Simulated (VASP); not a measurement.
Write the native input for VASP 6.6.1 that does the following.

```
Task                   : relaxation of cell and atoms
Functional             : PBE
Potentials or basis    : VASP PAW PBE potentials, release 64 (Cs_sv, Pt)
Cutoff                 : 600 eV
k mesh                 : 14 × 14 × 14
Occupations            : gaussian, width 0.1 eV
Spin                   : no spin polarisation
Dipole correction      : no
Further INCAR settings : ALGO = Fast; EDIFF = 1e-06; IBRION = 2; EDIFFG = -0.01; NSW = 100; ISIF = 3
```

The structure of CsPt lies in POSCAR:

```
CsPt
1.0
    0.0000000000      3.5766701851      3.5766701851
    3.5766701851      0.0000000000      3.5766701851
    3.5766701851      3.5766701851      0.0000000000
Cs Pt
1 1
Direct
    0.0000000000      0.0000000000      0.0000000000
    0.2500000000      0.2500000000      0.2500000000
```

The input as run:

INCAR

```
SYSTEM = CsPt
PREC = Accurate
ENCUT = 600
EDIFF = 1E-6
ISMEAR = 0
SIGMA = 0.1
LREAL = .False.
LASPH = .True.
NELM = 60
ALGO = Fast
ISIF = 3
LWAVE = .False.
LCHARG = .False.
GGA = PE
IBRION = 2
NSW = 100
EDIFFG = -0.01
```

KPOINTS

```
Automatic mesh
0
Gamma
  14 14 14
  0 0 0
```

Potentials or basis: VASP PAW PBE potentials, release 64 (Cs_sv, Pt).

Run with:

```sh
$ cat potpaw_PBE.64/Cs_sv/POTCAR potpaw_PBE.64/Pt/POTCAR > POTCAR
$ mpirun -np 1 vasp_std > vasp.out
```

It gave:

- Relaxed volume: 48.67 Å³/atom
- Relaxed cell: a = 5.163 Å, b = 5.163 Å, c = 5.163 Å, α = 60.00°, β = 60.00°, γ = 60.00°
- Space group after relaxing (to 0.05 Å): F-43m (No. 216)
- Energy gained by relaxing: 2.8 meV/atom
- Ionic steps: 4
- Pressure after relaxing: 0.0 GPa

It took 11 min on 1 thread of Oxide Virtual Turin-like Processor, with other jobs on the host, peak memory 0.35 GiB.
